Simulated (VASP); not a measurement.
# Al15N15O (a cell with a defect) in VASP: further runs, part 2 of 3

VASP 6.6.1. The steps go on from the part before.

**3. Single point, HSE06**

Contents of POSCAR:

```
Al15N15O
1.0
    6.2595139128      0.0000000578      0.0000000000
   -3.1297570064      5.4208980350      0.0000000000
    0.0000000000      0.0000000000     10.0348065929
Al O N
15 1 15
Direct
    0.3278132194      0.1711629266      0.2515751102
    0.3275126654      0.1712930183      0.7507968276
    0.1631916080      0.3355255473      0.9993389385
    0.3451915759      0.6812959576      0.2445993481
    0.1808956053      0.8504440846      0.5022411609
    0.3289555556      0.6571337872      0.7496087552
    0.1672972617      0.8359597410      1.0006126084
    0.8174578817      0.1537854195      0.2443457391
    0.6486094752      0.3179076578      0.5020462027
    0.8415588170      0.1696675715      0.7497291673
    0.6627950246      0.3316195931      1.0005985118
    0.8350267955      0.6641688886      0.2468237615
    0.6881918699      0.8109564484      0.5163661546
    0.8386167625      0.6600798360      0.7527788571
    0.6672585191      0.8314187830      0.9945406437
    0.3285927911      0.1704040375      0.4355658627
    0.1609801363      0.3377014221      0.1984551926
    0.3299938578      0.1687113272      0.9429895543
    0.1663786148      0.3323179332      0.6969153462
    0.4276494208      0.7983120256      0.4246783061
    0.1681208336      0.8378597814      0.1905590574
    0.3311037849      0.6704534329      0.9423433885
    0.1723637321      0.8349302460      0.6886756817
    0.6998902708      0.0706633593      0.4240645423
    0.6611002327      0.3311597255      0.1905218844
    0.8280875973      0.1675511978      0.9424210024
    0.6637845278      0.3260391571      0.6885641138
    0.8462730915      0.6526256504      0.4393219663
    0.6724041173      0.8265867785      0.1821452658
    0.8340644521      0.6646541556      0.9400924044
    0.6719892784      0.8264193534      0.6983938802
```

Contents of INCAR.step1:

```
PREC = Accurate
ENCUT = 520
EDIFF = 1E-5
ISMEAR = -1
SIGMA = 0.01
LREAL = Auto
LASPH = T
NELM = 120
ALGO = Normal
ISIF = 2
LWAVE = T
GGA = PE
NBANDS = 84
GGA_COMPAT = F
ISYM = -1
```

Contents of INCAR.step2:

```
PREC = Accurate
ENCUT = 520
EDIFF = 1E-6
ISMEAR = -1
SIGMA = 0.01
LREAL = Auto
LASPH = T
NELM = 120
ALGO = Normal
ISIF = 2
LWAVE = F
LCHARG = T
GGA = PE
LHFCALC = T
HFSCREEN = 0.2079
PRECFOCK = Fast
LELF = T
LVHAR = T
ISTART = 1
NBANDS = 84
GGA_COMPAT = F
ISYM = -1
```

Contents of KPOINTS:

```
explicit points
1
Reciprocal
  0.25000000   0.25000000   0.25000000 1
```

Potentials or basis: VASP PAW PBE potentials, release 64 (Al, O, N).

Run with:

```console
$ cat potpaw_PBE.64/Al/POTCAR potpaw_PBE.64/O/POTCAR potpaw_PBE.64/N/POTCAR > POTCAR
$ cp INCAR.step1 INCAR
$ mpirun -np 1 vasp_std > vasp.out
$ cp INCAR.step2 INCAR
$ mpirun -np 1 vasp_std > vasp.out
```

OUTCAR:

```text
PREC = Accurate
   ENCUT = 520
   EDIFF = 1E-6
   ISMEAR = -1
   LREAL = Auto
   LASPH = T
   NELM = 120
   ISIF = 2
   GGA = PE
   LHFCALC = T
   HFSCREEN = 0.2079
   PRECFOCK = Fast
   ISTART = 1
   ISYM = -1

 ion  position               nearest neighbor table
   1  0.328  0.171  0.252-  16 1.85  17 1.88  25 1.91  21 1.91   9 3.06   5 3.06   3 3.10  11 3.11
                             7 3.11   8 3.12   4 3.12  12 3.13  12 3.13   4 3.14   8 3.14
   2  0.328  0.171  0.751-  19 1.83  27 1.93  23 1.93  18 1.93   6 3.04  10 3.04   5 3.04   9 3.04
                             3 3.06  11 3.10   7 3.10  14 3.13  14 3.13  10 3.22   6 3.22
   3  0.163  0.336  0.999-  18 1.89  22 1.90  26 1.90  17 2.00  10 3.05   6 3.05   2 3.06   8 3.09
                             4 3.09   1 3.10   7 3.12  11 3.12  15 3.13  15 3.13  11 3.14   7 3.14
   4  0.345  0.681  0.245-  29 1.88  21 1.89  17 1.92  20 1.92   8 2.96   7 3.04  15 3.06   3 3.09
                            12 3.12   1 3.12   1 3.14  12 3.14   5 3.15   8 3.30  13 3.31
   5  0.181  0.850  0.502-  16 1.86  23 1.87  20 1.90  28 1.93   9 2.93  13 2.97   2 3.04   1 3.06
                             6 3.10  14 3.13   4 3.15  12 3.18  13 3.31   9 3.33
   6  0.329  0.657  0.750-  19 1.84  23 1.91  31 1.93  22 1.94   2 3.04  13 3.05  10 3.05   3 3.05
[... 217 lines left out ...]
      4     -11.0098      2.00000
      5     -10.6846      2.00000
      6     -10.5776      2.00000
[... 67 lines left out ...]
     74      12.8305      0.00000
     75      13.2288      0.00000
 [bands above 75 left out]

------------------------ aborting loop because EDIFF is reached ----------------------------------------

  FORCE on cell =-STRESS in cart. coord.  units (eV):
  Direction    XX          YY          ZZ          XY          YZ          ZX
  --------------------------------------------------------------------------------------
  -------------------------------------------------------------------------------------
  Total       -9.0501221    -22.6844566     -2.2441448    -11.7668609     -0.9573509      1.6990038
  in kB      -42.5837754   -106.7377655    -10.5594331    -55.3669176     -4.5046482      7.9943670
  external PRESSURE =     -53.2936580 kB  Pullay stress =       0.0000000 kB

 VOLUME and BASIS-vectors are now :
 -----------------------------------------------------------------------------
  energy-cutoff  :      520.00
  volume of cell :      340.50
      direct lattice vectors                 reciprocal lattice vectors
     6.259513913  0.000000058  0.000000000     0.159756813  0.092235641  0.000000000
    -3.129757006  5.420898035  0.000000000    -0.000000002  0.184471279  0.000000000
     0.000000000  0.000000000 10.034806593     0.000000000  0.000000000  0.099653141

 POSITION                                       TOTAL-FORCE (eV/Angst)
 -----------------------------------------------------------------------------------
      1.51625      0.92786      2.52451        -0.008289      0.004819      0.049691
      1.51396      0.92856      7.53410        -0.057736      0.031001      0.011965
     -0.02861      1.81885     10.02817         0.013994     -0.005266     -0.011579
      0.02844      3.69324      2.45451         0.010348      0.073205     -0.008120
     -1.52936      4.61017      5.03989         0.033794      0.087471      0.014215
      0.00243      3.56226      7.52218        -0.005511     -0.052770      0.032207
[... 23 lines left out ...]
      3.14063      3.60302      9.43365        -0.012588      0.003036     -0.023668
      1.61983      4.47994      7.00825         0.045579     -0.022259     -0.137335
 -----------------------------------------------------------------------------------
    total drift:                                0.003288      0.003311      0.031795

  FREE ENERGIE OF THE ION-ELECTRON SYSTEM (eV)
  ---------------------------------------------------
  free  energy   TOTEN  =      -271.3551306843 eV

  energy  without entropy=     -271.3551306843  energy(sigma->0) =     -271.35513068
```

It took 2.9 min on 1 thread of AMD EPYC 9R45 (Zen 5), shared host; peak memory 0.58 GiB.

What came out:

* Free energy: -271.3551 eV
* Pressure: -5.3 GPa
* Largest force: 0.395 eV/Å
* Band gap on the k mesh: 4.08 eV

Forces on the atoms (eV/Å):
```
Al  -0.008  0.005  0.050
Al  -0.058  0.031  0.012
Al   0.014 -0.005 -0.012
Al   0.010  0.073 -0.008
Al   0.034  0.087  0.014
Al  -0.006 -0.053  0.032
Al   0.020  0.008 -0.004
Al  -0.057 -0.046 -0.009
Al  -0.058 -0.073  0.017
Al   0.043  0.033  0.032
Al   0.003 -0.020 -0.003
Al  -0.008  0.001 -0.021
Al  -0.117  0.064 -0.041
Al  -0.019  0.013  0.045
Al   0.000 -0.001  0.030
O    0.267 -0.160 -0.105
N    0.023 -0.014 -0.023
N   -0.001  0.000  0.005
N    0.011 -0.007  0.233
N    0.164  0.359 -0.019
N    0.016 -0.011  0.003
N   -0.003 -0.006  0.003
N   -0.010 -0.011 -0.062
N   -0.225 -0.318  0.003
N    0.018 -0.005 -0.001
N    0.007  0.005 -0.001
N    0.002  0.014 -0.058
N   -0.074  0.046  0.036
N   -0.024  0.011  0.014
N   -0.013  0.003 -0.024
N    0.046 -0.022 -0.137
```

Levels at points of the mesh, in eV from the valence-band top:
```csv
k point,band 60,band 61,band 62,band 63,band 64,band 65,band 66,band 67
"(0.25, 0.25, 0.25)",-1.36,-1.29,-1.14,0.00,4.08,6.25,6.48,6.59
```

Caveat: the PAW data sets were made with another functional, which shifts forces and pressure a little.

(Part 2 of 3 ends here.)
